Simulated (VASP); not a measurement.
Wanted: the native input for a VASP 6.6.1 run.

```yaml
Task: single point
Functional: PBEsol
Potentials_or_basis: VASP PAW PBE potentials, release 64 (Ga_d, N)
Cutoff: 520 eV
k_mesh: 12 × 12 × 6
Occupations: gaussian, width 0.05 eV
Spin: no spin polarisation
Dipole_correction: no
Further_INCAR_settings: ALGO = Normal; EDIFF = 1e-06; NBANDS = 26
```

The structure of GaN lies in POSCAR:

```
GaN
1.0
    3.1799996605      0.0000000000      0.0000000000
   -1.5899998303      2.7539604900      0.0000000000
    0.0000000000      0.0000000000      5.1660000000
Ga N
2 2
Direct
    0.3333333333      0.6666666667      0.0000000000
    0.6666666667      0.3333333333      0.5000000000
    0.3333333333      0.6666666667      0.3750000000
    0.6666666667      0.3333333333      0.8750000000
```

One way to write it, as run:

INCAR

```
SYSTEM = GaN
  ALGO = Normal
  EDIFF = 1E-6
  ENCUT = 520
  GGA = PS
  ISIF = 2
  ISMEAR = 0
  LASPH = .True.
  LCHARG = .True.
  LELF = .True.
  LREAL = .False.
  LVHAR = .True.
  LWAVE = .False.
  NBANDS = 26
  NELM = 100
  PREC = Accurate
  SIGMA = 0.05
```

KPOINTS

```
k-points
0
Gamma
  12 12 6
  0 0 0
```

Potentials or basis: VASP PAW PBE potentials, release 64 (Ga_d, N).

Command:

```bash
$ cat potpaw_PBE.64/Ga_d/POTCAR potpaw_PBE.64/N/POTCAR > POTCAR
$ mpirun -np 1 vasp_std > vasp.out
```

It gave:

* Pressure: 0.9 GPa
* Largest force: 0.131 eV/Å
* Band gap on the k mesh: 1.93 eV, direct

Caveat: the PAW data sets were made with another functional, which shifts forces and pressure a little.

Wall time 57 s on 1 thread of Intel Xeon 6975P-C, with other jobs on the host, peak memory 0.21 GiB.
